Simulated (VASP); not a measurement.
Set up this calculation in VASP 6.6.1, as the native input.

| Quantity | Value |
| --- | --- |
| Task | single point |
| Functional | PBEsol |
| Potentials or basis | VASP PAW PBE potentials, release 64 (Cs_sv) |
| Cutoff | 520 eV |
| k mesh | 8 × 8 × 5 |
| Occupations | fermi-dirac, width 0.08 eV |
| Spin | no spin polarisation |
| Dipole correction | no |
| Further INCAR settings | ALGO = Normal; EDIFF = 1e-06; NBANDS = 16 |

The structure of Cs lies in POSCAR:

```
Cs
1.0
    4.7484336363      0.0000000000      0.0000000000
   -2.3742168182      4.1122641572      0.0000000000
    0.0000000000      0.0000000000      7.6924624909
Cs
2
Direct
    0.3333333333      0.6666666667      0.2500000000
    0.6666666667      0.3333333333      0.7500000000
```

This cell differs from its parent crystal: volume scaled by 0.68.

The input as run:

INCAR

```
SYSTEM = Cs
PREC = Accurate
ENCUT = 520
EDIFF = 1E-6
ISMEAR = -1
SIGMA = 0.08
LREAL = .False.
LASPH = .True.
NELM = 80
ALGO = Normal
ISIF = 2
LWAVE = .False.
LCHARG = .False.
GGA = PS
NBANDS = 16
```

KPOINTS

```
regular mesh
0
Gamma
  8 8 5
  0 0 0
```

Potentials or basis: VASP PAW PBE potentials, release 64 (Cs_sv).

The run is started by

```sh
$ cat potpaw_PBE.64/Cs_sv/POTCAR > POTCAR
$ mpirun -np 1 vasp_std > vasp.out
```

Results of the run:

```yaml
Pressure: 1.3 GPa
Band_gap_on_the_k_mesh: zero (band 9 reaches 2.19 eV, above the bottom of band 10 at 0.79 eV)
```

Caveat: the PAW data sets were made with another functional, which shifts forces and pressure a little; spin-orbit coupling is left out, which moves the levels of the heavy elements.

It took 21 s on 1 thread of Intel(R) Xeon(R) 6975P-C (Granite Rapids) (shared host), peak memory 0.26 GiB.
